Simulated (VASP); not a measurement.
# CdS (sol2) (P6_3mc) in VASP: further runs

Runs on CdS (sol2). Level: PBEsol. Tasks: relaxation of the atoms.

All numbers are computed with VASP 6.6.1; they aren't measurements. Logs are shortened: lines on timing, memory, paths and dates and some standing lists are left out, and cuts for length are marked.

**1. The cell of the first run**

Symmetry: P6_3mc, No. 186, hexagonal system. The conventional cell has a = 4.166 Å, b = 4.166 Å, c = 6.655 Å, α = 90.00°, β = 90.00°, γ = 120.00°. Within 3.3 Å of Cd (site symmetry 3m) lie 4 S at 2.53 Å. Within 3.3 Å of S (site symmetry 3m) lie 4 Cd at 2.53 Å.

**2. Relaxation of the atoms, PBEsol (strained cell)**

The input, INCAR:

```
PREC = Accurate
ENCUT = 520
EDIFF = 1E-6
ISMEAR = 0
SIGMA = 0.02
LREAL = F
LASPH = T
NELM = 80
ALGO = Normal
ISIF = 2
LWAVE = F
LCHARG = F
GGA = PS
IBRION = 2
NSW = 60
EDIFFG = -0.002
```

The input, KPOINTS:

```
Automatic mesh
0
Gamma
  6 6 4
```

The input, POSCAR:

```
CdS
1.0
    4.1662911580      0.0000000000      0.0000000000
   -2.0831455790      3.6081139824      0.0000000000
    0.0000000000      0.0000000000      6.6546385727
Cd S
2 2
Direct
    0.3333333333      0.6666666667     -0.0016381756
    0.6666666667      0.3333333333      0.4983618244
    0.3333333333      0.6666666667      0.3786381756
    0.6666666667      0.3333333333      0.8786381756
```

Potentials or basis: VASP PAW PBE potentials, release 64 (Cd, S).

Launch:

```sh
$ cat potpaw_PBE.64/Cd/POTCAR potpaw_PBE.64/S/POTCAR > POTCAR
$ mpirun -np 1 vasp_std > vasp.out
```

OUTCAR:

```text
PREC = Accurate
   ENCUT = 520
   EDIFF = 1E-6
   ISMEAR = 0
   LREAL = F
   LASPH = T
   NELM = 80
   ISIF = 2
   GGA = PS
   IBRION = 2
   NSW = 60
   EDIFFG = -0.002

 ion  position               nearest neighbor table
   1  0.333  0.667  0.998-   3 2.53   4 2.53   4 2.53   4 2.53
   2  0.667  0.333  0.498-   4 2.53   3 2.53   3 2.53   3 2.53
   3  0.333  0.667  0.379-   1 2.53   2 2.53   2 2.53   2 2.53
   4  0.667  0.333  0.879-   2 2.53   1 2.53   1 2.53   1 2.53

  LATTYP: Found a hexagonal cell.
 ALAT       =     4.1662911580
 C/A-ratio  =     1.5972572056

  Lattice vectors:

 A1 = (   4.1662911580,   0.0000000000,   0.0000000000)
 A2 = (  -2.0831455790,   3.6081139824,   0.0000000000)
 A3 = (   0.0000000000,   0.0000000000,   6.6546385727)

Analysis of symmetry for initial positions (statically):
=====================================================================
 Subroutine PRICEL returns:
 Original cell was already a primitive cell.

 Routine SETGRP: Setting up the symmetry group for a
 hexagonal supercell.

 Subroutine GETGRP returns: Found 12 space group operations
 (whereof  6 operations were pure point group operations)
 out of a pool of 24 trial point group operations.

The static configuration has the point symmetry C_3v.
 The point group associated with its full space group is C_6v.

Analysis of symmetry for dynamics (positions and initial velocities):
=====================================================================
 Subroutine PRICEL returns:
 Original cell was already a primitive cell.

 Routine SETGRP: Setting up the symmetry group for a
 hexagonal supercell.

 Subroutine GETGRP returns: Found 12 space group operations
 (whereof  6 operations were pure point group operations)
 out of a pool of 24 trial point group operations.

The dynamic configuration has the point symmetry C_3v.
 The point group associated with its full space group is C_6v.

 Subroutine INISYM returns: Found 12 space group operations
 (whereof  6 operations are pure point group operations),
 and found     1 'primitive' translations

----------------------------------------------------------------------------------------

                                     Primitive cell

  volume of cell :     100.0355

  direct lattice vectors                    reciprocal lattice vectors
     4.166291158  0.000000000  0.000000000     0.240021631  0.138576553  0.000000000
    -2.083145579  3.608113982  0.000000000     0.000000000  0.277153107  0.000000000
     0.000000000  0.000000000  6.654638573     0.000000000  0.000000000  0.150271121

  length of vectors
     4.166291158  4.166291158  6.654638573     0.277153107  0.277153107  0.150271121

  position of ions in fractional coordinates (direct lattice)
     0.333333333  0.666666667  0.998361824
     0.666666667  0.333333333  0.498361824
     0.333333333  0.666666667  0.378638176
     0.666666667  0.333333333  0.878638176

  ion indices of the primitive-cell ions
   primitive index   ion index
                 1           1
                 2           2
                 3           3
                 4           4

----------------------------------------------------------------------------------------

 KPOINTS: Automatic mesh

Automatic generation of k-mesh.
 Grid dimensions read from file:
 generate k-points for:    6    6    4

 Generating k-lattice:

  Cartesian coordinates                     Fractional coordinates (reciprocal lattice)
     0.040003605  0.023096092  0.000000000     0.166666667  0.000000000  0.000000000
     0.000000000  0.046192184  0.000000000     0.000000000  0.166666667  0.000000000
     0.000000000  0.000000000  0.037567780     0.000000000  0.000000000  0.250000000

  Length of vectors
     0.046192184  0.046192184  0.037567780

  Shift w.r.t. Gamma in fractional coordinates (k-lattice)
     0.000000000  0.000000000  0.000000000

 Subroutine IBZKPT returns following result:
 ===========================================

 Found     21 irreducible k-points:

 Following reciprocal coordinates:
            Coordinates               Weight
  0.000000  0.000000  0.000000      1.000000
  0.166667 -0.000000  0.000000      6.000000
  0.333333  0.000000  0.000000      6.000000
  0.500000 -0.000000  0.000000      3.000000
  0.166667  0.166667  0.000000      6.000000
  0.333333  0.166667  0.000000     12.000000
[... 13 lines left out ...]
  0.333333  0.166667  0.500000     12.000000
  0.333333  0.333333  0.500000      2.000000
   k-points           NKPTS =     21   k-points in BZ     NKDIM =     21   number of bands    NBANDS=     22
   number of dos      NEDOS =    301   number of ions     NIONS =      4
   total plane-waves  NPLWV =  51200
   dimension x,y,z NGX =    32 NGY =   32 NGZ =   50
   dimension x,y,z NGXF=    64 NGYF=   64 NGZF=  100
   ions per type =               2   2
   NGX,Y,Z   is equivalent  to a cutoff of  12.77, 12.77, 12.49 a.u.
   NGXF,Y,Z  is equivalent  to a cutoff of  25.54, 25.54, 24.98 a.u.
 SYSTEM =  unknown system
   PREC   = accura    normal or accurate (medium, high low for compatibility)
   ISTART =      0    job   : 0-new  1-cont  2-samecut
   ICHARG =      2    charge: 1-file 2-atom 10-const
   ISPIN  =      1    spin polarized calculation?
   LNONCOLLINEAR =      F non collinear calculations
   LSORBIT =      F    spin-orbit coupling
   LASPH  =      T    aspherical Exc in radial PAW
   ENCUT  =  520.0 eV  38.22 Ry    6.18 a.u.   7.75  7.75 12.37*2*pi/ulx,y,z
   NELM   =     80;   NELMIN=  2; NELMDL= -5     # of ELM steps
   EDIFF  = 0.1E-05   stopping-criterion for ELM
   LREAL  =      F    real-space projection
   EDIFFG = -.2E-02   stopping-criterion for IOM
   NSW    =     60    number of steps for IOM
   IBRION =      2    ionic relax: 0-MD 1-quasi-New 2-CG
   NFREE  =      1    steps in history (QN), initial steepest desc. (CG)
   ISIF   =      2    stress and relaxation
   ISYM   =      2    0-nonsym 1-usesym 2-fastsym
   POTIM  = 0.5000    time-step for ionic-motion
   TEBEG  =    0.0;   TEEND  =   0.0 temperature during run
   PSTRESS=    0.0 pullay stress
   NELECT =      36.0000    total number of electrons
   NUPDOWN=      -1.0000    fix difference up-down
   EMIN   =  10.00;   EMAX   =-10.00  energy-range for DOS
   EFERMI =   0.00;   METHOD = LEGACY
   ISMEAR =     0;   SIGMA  =   0.02  broadening in eV -4-tet -1-fermi 0-gaus
   EFERMI_NEDOS =   21; number of points for ismear=-14 and -15
   IALGO  =     38    algorithm
   IMIX   =      4    mixing-type and parameters
     AMIX     =   0.40;   BMIX     =  1.00
     AMIX_MAG =   1.60;   BMIX_MAG =  1.00
  volume/ion in A,a.u.               =      25.01       168.77
  Fermi-wavevector in a.u.,A,eV,Ry     =   1.164459  2.200509 18.449022  1.355965
  Thomas-Fermi vector in A             =   2.300997
   LORBIT       =      0    0 simple, 1 ext, 2 COOP (PROOUT), +10 PAW based schemes
   GGA     = PS    functional components
   LHFCALC =     F    Hartree Fock is set to
   AEXX    =    0.0000 exact exchange contribution
   IVDW    =     0    specifies the selected vdW correction
   LEPSILON=     F    determine dielectric tensor
   LRPA    =     F    only Hartree local field effects (RPA)
 conjugate gradient relaxation of ions
 non-spin polarized calculation
 Gauss-broadening in eV      SIGMA  =   0.02
  energy-cutoff  :      520.00
  volume of cell :      100.04
 maximum number of plane-waves:      2724
 NGX is ok and might be reduce to    32
   NGX = 15   NGY = 15   NGZ = 25

--------------------------------------- Ionic step        1  -------------------------------------------

 number of electron      36.0000005 magnetization

 Free energy of the ion-electron system (eV)
  ---------------------------------------------------
  ext. energy  EPLUGINS =         0.00000000
  ---------------------------------------------------
  free energy    TOTEN  =       -13.62705795 eV

  energy without entropy =      -13.62705795  energy(sigma->0) =      -13.62705795

------------------------ aborting loop because EDIFF is reached ----------------------------------------

  FORCE on cell =-STRESS in cart. coord.  units (eV):
  Direction    XX          YY          ZZ          XY          YZ          ZX
  --------------------------------------------------------------------------------------
  -------------------------------------------------------------------------------------
  Total       -0.3574069     -0.3574069      0.2700834      0.0000000      0.0000000      0.0000000
  in kB       -5.7242571     -5.7242571      4.3256771      0.0000000      0.0000000      0.0000000
  external PRESSURE =      -2.3742790 kB  Pullay stress =       0.0000000 kB

 VOLUME and BASIS-vectors are now :
 -----------------------------------------------------------------------------
  energy-cutoff  :      520.00
  volume of cell :      100.04
      direct lattice vectors                 reciprocal lattice vectors
     4.166291158  0.000000000  0.000000000     0.240021631  0.138576553  0.000000000
    -2.083145579  3.608113982  0.000000000     0.000000000  0.277153107  0.000000000
     0.000000000  0.000000000  6.654638573     0.000000000  0.000000000  0.150271121
[... 39 lines left out ...]
 POSITION                                       TOTAL-FORCE (eV/Angst)
 -----------------------------------------------------------------------------------
     -0.00000      2.40541      6.64289         0.000000      0.000000     -0.009801
      2.08315      1.20270      3.31557         0.000000     -0.000000     -0.009801
     -0.00000      2.40541      2.52055        -0.000000     -0.000000      0.009801
      2.08315      1.20270      5.84787         0.000000      0.000000      0.009801
 -----------------------------------------------------------------------------------
    total drift:                               -0.000000     -0.000000     -0.001328

  FREE ENERGIE OF THE ION-ELECTRON SYSTEM (eV)
  ---------------------------------------------------
  free  energy   TOTEN  =       -13.6271721915 eV

  energy  without entropy=      -13.6271721915  energy(sigma->0) =      -13.62717219

--------------------------------------- Ionic step        3  -------------------------------------------

 number of electron      36.0000004 magnetization

 Free energy of the ion-electron system (eV)
  ---------------------------------------------------
  ext. energy  EPLUGINS =         0.00000000
  ---------------------------------------------------
  free energy    TOTEN  =       -13.62719201 eV

  energy without entropy =      -13.62719201  energy(sigma->0) =      -13.62719201

 E-fermi :   1.2434     XC(G=0):  -9.3304

 val. band max:        1.1294871446   @ k =   0.0000   0.0000   0.0000
 cond. band min:       2.2191682895   @ k =   0.0000   0.0000   0.0000
 fundamental gap:      1.0896811449
 Fermi energy:         1.2433869042

 k-point     1 :       0.0000    0.0000    0.0000
  band No.  band energies     occupation
      1     -11.1951      2.00000
      2     -10.7459      2.00000
      3      -6.5316      2.00000
      4      -6.5316      2.00000
      5      -6.5245      2.00000
      6      -6.4494      2.00000
[... 14 lines left out ...]
     21       7.4409      0.00000
     22       7.4409      0.00000
[... 520 lines left out ...]
 POSITION                                       TOTAL-FORCE (eV/Angst)
 -----------------------------------------------------------------------------------
     -0.00000      2.40541      6.64182        -0.000000     -0.000000      0.000843
      2.08315      1.20270      3.31450        -0.000000      0.000000      0.000843
     -0.00000      2.40541      2.52162         0.000000     -0.000000     -0.000843
      2.08315      1.20270      5.84894         0.000000      0.000000     -0.000843
 -----------------------------------------------------------------------------------
    total drift:                               -0.000000     -0.000000      0.001353

  FREE ENERGIE OF THE ION-ELECTRON SYSTEM (eV)
  ---------------------------------------------------
  free  energy   TOTEN  =       -13.6271920121 eV

  energy  without entropy=      -13.6271920121  energy(sigma->0) =      -13.62719201

 reached required accuracy - stopping structural energy minimisation
```

It took 41 s on 1 thread of AMD EPYC 7R13 (Zen 3), shared host; peak memory 0.2 GiB.

Results:

| Item | Value |
| --- | --- |
| Free energy | -13.6272 eV |
| Energy gained by relaxing | 0.0 meV/atom |
| Ionic steps | 3 |
| Pressure after relaxing | -0.3 GPa |
| Band gap on the k mesh | 1.09 eV, direct |

Stress tensor (GPa, compression positive):
```
-0.64  0.00  0.00
 0.00 -0.64  0.00
 0.00  0.00  0.24
```

Step by step:
| step | energy change (eV) | largest force (eV/Å) | pressure (GPa) |
| --- | --- | --- | --- |
| 1 | 0.0000 | 0.0175 | -0.24 |
| 2 | -0.0001 | 0.0098 | -0.35 |
| 3 | -0.0001 | 0.0008 | -0.35 |

Final structure:
```yaml
crystal:
  lattice:
    - [4.16629, 0.00000, 0.00000]
    - [-2.08315, 3.60811, 0.00000]
    - [0.00000, 0.00000, 6.65464]
  atoms:
    - { symbol: Cd, position: [0.33333, 0.66667, 0.99807] }
    - { symbol: Cd, position: [0.66667, 0.33333, 0.49807] }
    - { symbol: S, position: [0.33333, 0.66667, 0.37893] }
    - { symbol: S, position: [0.66667, 0.33333, 0.87893] }
```

Levels at points of the mesh, in eV from the valence-band top:
| k point | band 15 | band 16 | band 17 | band 18 | band 19 | band 20 | band 21 | band 22 |
| --- | --- | --- | --- | --- | --- | --- | --- | --- |
| (0.00, 0.00, 0.00) | -0.79 | -0.01 | -0.01 | 0.00 | 1.09 | 2.55 | 6.31 | 6.31 |
| (0.50, 0.00, 0.00) | -2.64 | -1.93 | -1.27 | -0.78 | 3.64 | 3.68 | 5.07 | 6.40 |
| (0.00, 0.00, 0.50) | -0.41 | -0.41 | -0.41 | -0.41 | 2.71 | 2.71 | 6.11 | 6.11 |
| (0.50, 0.00, 0.50) | -1.39 | -1.39 | -1.26 | -1.26 | 3.40 | 3.40 | 5.27 | 5.27 |

Caveat: the cell differs from its parent crystal (strained cell); the PAW data sets were made with another functional, which shifts forces and pressure a little.

**3. Relaxation of the atoms, PBEsol (strained cell)**

The input, INCAR:

```
PREC = Accurate ; ENCUT = 520
EDIFF = 1E-7 ; ISMEAR = 0
SIGMA = 0.02 ; LREAL = F
LASPH = T ; NELM = 100
ALGO = Normal ; ISIF = 2
LWAVE = F ; LCHARG = F
GGA = PS ; IBRION = 2
NSW = 60 ; EDIFFG = -0.002
```

The input, KPOINTS:

```
regular mesh
0
Gamma
  6 6 4
```

The input, POSCAR:

```
CdS
1.0
    4.1662911580      0.0000000000      0.0000000000
   -2.0831455790      3.6081139824      0.0000000000
    0.0000000000      0.0000000000      6.6678588672
Cd S
2 2
Direct
    0.3333333333      0.6666666667      0.0001621464
    0.6666666667      0.3333333333      0.5001621464
    0.3333333333      0.6666666667      0.3768378536
    0.6666666667      0.3333333333      0.8768378536
```

Potentials or basis: VASP PAW PBE potentials, release 64 (Cd, S).

Launch:

```sh
$ cat potpaw_PBE.64/Cd/POTCAR potpaw_PBE.64/S/POTCAR > POTCAR
$ mpirun -np 1 vasp_std > vasp.out
```

OUTCAR:

```text
PREC = Accurate
   ENCUT = 520
   EDIFF = 1E-7
   ISMEAR = 0
   LREAL = F
   LASPH = T
   NELM = 100
   ISIF = 2
   GGA = PS
   IBRION = 2
   NSW = 60
   EDIFFG = -0.002

 ion  position               nearest neighbor table
   1  0.333  0.667  0.000-   3 2.51   4 2.54   4 2.54   4 2.54
   2  0.667  0.333  0.500-   4 2.51   3 2.54   3 2.54   3 2.54
   3  0.333  0.667  0.377-   1 2.51   2 2.54   2 2.54   2 2.54
   4  0.667  0.333  0.877-   2 2.51   1 2.54   1 2.54   1 2.54

  LATTYP: Found a hexagonal cell.
 ALAT       =     4.1662911580
 C/A-ratio  =     1.6004303622

  Lattice vectors:

 A1 = (   4.1662911580,   0.0000000000,   0.0000000000)
 A2 = (  -2.0831455790,   3.6081139824,   0.0000000000)
 A3 = (   0.0000000000,   0.0000000000,   6.6678588672)

Analysis of symmetry for initial positions (statically):
=====================================================================
 Subroutine PRICEL returns:
 Original cell was already a primitive cell.

 Routine SETGRP: Setting up the symmetry group for a
 hexagonal supercell.

 Subroutine GETGRP returns: Found 12 space group operations
 (whereof  6 operations were pure point group operations)
 out of a pool of 24 trial point group operations.

[... 153 lines left out ...]
 NGX is ok and might be reduce to    32
   NGX = 15   NGY = 15   NGZ = 25

--------------------------------------- Ionic step        1  -------------------------------------------

 number of electron      36.0000006 magnetization

 Free energy of the ion-electron system (eV)
  ---------------------------------------------------
  ext. energy  EPLUGINS =         0.00000000
  ---------------------------------------------------
  free energy    TOTEN  =       -13.62448743 eV

  energy without entropy =      -13.62448743  energy(sigma->0) =      -13.62448743

------------------------ aborting loop because EDIFF is reached ----------------------------------------

  FORCE on cell =-STRESS in cart. coord.  units (eV):
  Direction    XX          YY          ZZ          XY          YZ          ZX
  --------------------------------------------------------------------------------------
  -------------------------------------------------------------------------------------
  Total       -0.6223376     -0.6223376      0.4339256      0.0000000      0.0000000      0.0000000
  in kB       -9.9476469     -9.9476469      6.9360082      0.0000000      0.0000000      0.0000000
  external PRESSURE =      -4.3197619 kB  Pullay stress =       0.0000000 kB
[... 63 lines left out ...]
--------------------------------------- Ionic step        3  -------------------------------------------

 number of electron      36.0000004 magnetization

 Free energy of the ion-electron system (eV)
  ---------------------------------------------------
  ext. energy  EPLUGINS =         0.00000000
  ---------------------------------------------------
  free energy    TOTEN  =       -13.62739740 eV

  energy without entropy =      -13.62739740  energy(sigma->0) =      -13.62739740

 E-fermi :   1.2305     XC(G=0):  -9.3212

 val. band max:        1.1099774005   @ k =   0.0000   0.0000   0.0000
 cond. band min:       2.1973327248   @ k =   0.0000   0.0000   0.0000
 fundamental gap:      1.0873553243
 Fermi energy:         1.2305221721

 k-point     1 :       0.0000    0.0000    0.0000
  band No.  band energies     occupation
      1     -11.1999      2.00000
      2     -10.7539      2.00000
      3      -6.5411      2.00000
      4      -6.5411      2.00000
      5      -6.5361      2.00000
      6      -6.4590      2.00000
[... 545 lines left out ...]
  FREE ENERGIE OF THE ION-ELECTRON SYSTEM (eV)
  ---------------------------------------------------
  free  energy   TOTEN  =       -13.6273974032 eV

  energy  without entropy=      -13.6273974032  energy(sigma->0) =      -13.62739740

 reached required accuracy - stopping structural energy minimisation
```

Wall time 83 s (1 thread of AMD EPYC 7R13 (Zen 3), shared host); peak memory 0.2 GiB.

Results:

```
Free energy               : -13.6274 eV
Energy gained by relaxing : 0.7 meV/atom
Ionic steps               : 3
Pressure after relaxing   : -0.5 GPa
Band gap on the k mesh    : 1.09 eV, direct
```

Stress tensor (GPa, compression positive):
```
-0.72  0.00  0.00
 0.00 -0.72  0.00
 0.00  0.00  0.07
```

The path:
| step | energy change (eV) | largest force (eV/Å) | pressure (GPa) |
| --- | --- | --- | --- |
| 1 | 0.0000 | 0.1210 | -0.43 |
| 2 | -0.0021 | 0.0616 | -0.45 |
| 3 | -0.0029 | 0.0007 | -0.46 |

Final structure:
```yaml
crystal:
  lattice:
    - [4.16629, 0.00000, 0.00000]
    - [-2.08315, 3.60811, 0.00000]
    - [0.00000, 0.00000, 6.66786]
  atoms:
    - { symbol: Cd, position: [0.33333, 0.66667, 0.99833] }
    - { symbol: Cd, position: [0.66667, 0.33333, 0.49833] }
    - { symbol: S, position: [0.33333, 0.66667, 0.37867] }
    - { symbol: S, position: [0.66667, 0.33333, 0.87867] }
```

Levels at points of the mesh, in eV from the valence-band top:
| k point | band 14 | band 15 | band 16 | band 17 | band 18 | band 19 | band 20 | band 21 | band 22 |
| --- | --- | --- | --- | --- | --- | --- | --- | --- | --- |
| (0.00, 0.00, 0.00) | -0.78 | -0.78 | 0.00 | 0.00 | 0.00 | 1.09 | 2.56 | 6.32 | 6.32 |
| (0.50, 0.00, 0.00) | -3.54 | -2.63 | -1.91 | -1.27 | -0.77 | 3.64 | 3.70 | 5.06 | 6.38 |
| (0.00, 0.00, 0.50) | -2.43 | -0.41 | -0.41 | -0.41 | -0.41 | 2.71 | 2.71 | 6.11 | 6.11 |
| (0.50, 0.00, 0.50) | -4.16 | -1.37 | -1.37 | -1.26 | -1.26 | 3.40 | 3.40 | 5.27 | 5.27 |

Caveat: the cell differs from its parent crystal (strained cell); the PAW data sets were made with another functional, which shifts forces and pressure a little.
